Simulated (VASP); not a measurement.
A run of VASP 6.6.1 is set up as follows.

INCAR

```
SYSTEM = SiC
ALGO = Normal ; EDIFF = 1E-6
ENCUT = 520 ; GGA = PE
ISIF = 2 ; ISMEAR = 0
LASPH = .True. ; LCHARG = .True.
LELF = .True. ; LREAL = .False.
LVHAR = .True. ; LWAVE = .False.
NBANDS = 11 ; NELM = 100
PREC = Accurate ; SIGMA = 0.05
```

KPOINTS

```
k-points
0
Gamma
  12 12 12
  0 0 0
```

The input POSCAR:

```
SiC
1.0
    0.0000000000      2.1262497309      2.1262497309
    2.1262497309      0.0000000000      2.1262497309
    2.2200882190      2.2200882190     -0.0938384881
Si C
1 1
Direct
    0.0000000000      0.0000000000      0.0000000000
    0.7500000000      0.7500000000      0.7500000000
```

Potentials or basis: VASP PAW PBE potentials, release 64 (Si, C).

Command:

```sh
$ cat potpaw_PBE.64/Si/POTCAR potpaw_PBE.64/C/POTCAR > POTCAR
$ mpirun -np 1 vasp_std > vasp.out
```

Question: What does it give for the band gap on the k mesh?

Answer: 1.14 eV, indirect (least direct gap 4.15 eV).

Question: What does it give for the largest force?

Answer: 0.462 eV/Å.

Stress tensor (GPa, compression positive):
```
  6.61 -11.48  11.48
-11.48   6.61  11.48
 11.48  11.48   6.61
```

A k mesh can miss the band edges.
